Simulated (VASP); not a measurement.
The system is Zn.

```
CELL_PARAMETERS angstrom
2.67000 0.00000 0.00000
-1.33500 2.31229 0.00000
0.00000 0.00000 4.96600
ATOMIC_POSITIONS crystal
Zn 0.33333 0.66667 0.25000
Zn 0.66667 0.33333 0.75000
```

```yaml
Program: VASP 6.6.1
Task: relaxation of cell and atoms
Functional: PBEsol
Potentials_or_basis: VASP PAW PBE potentials, release 64 (Zn)
Cutoff: 600 eV
k_mesh: 10 × 10 × 5
Occupations: fermi-dirac, width 0.05 eV
Spin: no spin polarisation
```

At the start: pressure -5.5 GPa; volume 15.33 Å³/atom.

How do energy, volume and symmetry change on relaxing?

Over 9 steps the energy falls by 19.8 meV/atom and the volume is 14.26 Å³/atom (-7.0 %); space group P6_3/mmc (No. 194, to 0.05 Å).

The path:
```
step  energy change (eV)  largest force (eV/Å)  pressure (GPa)  volume (Å³)
   1              0.0000                0.0000           -5.50        30.66
   2             -0.0380                0.0000            0.76        28.38
   3             -0.0387                0.0000           -0.06        28.63
   4             -0.0387                0.0000           -0.20        28.67
   5             -0.0393                0.0000           -0.24        28.61
   6             -0.0395                0.0000           -0.18        28.54
   7             -0.0395                0.0000           -0.30        28.56
   8             -0.0394                0.0000            0.33        28.42
   9             -0.0395                0.0000            0.03        28.52
```

Final structure:
```
CELL_PARAMETERS angstrom
2.60735 0.00000 0.00000
-1.30368 2.25803 0.00000
0.00000 0.00000 4.84459
ATOMIC_POSITIONS crystal
Zn 0.33333 0.66667 0.25000
Zn 0.66667 0.33333 0.75000
```

Caveat: the PAW data sets were made with another functional, which shifts forces and pressure a little.
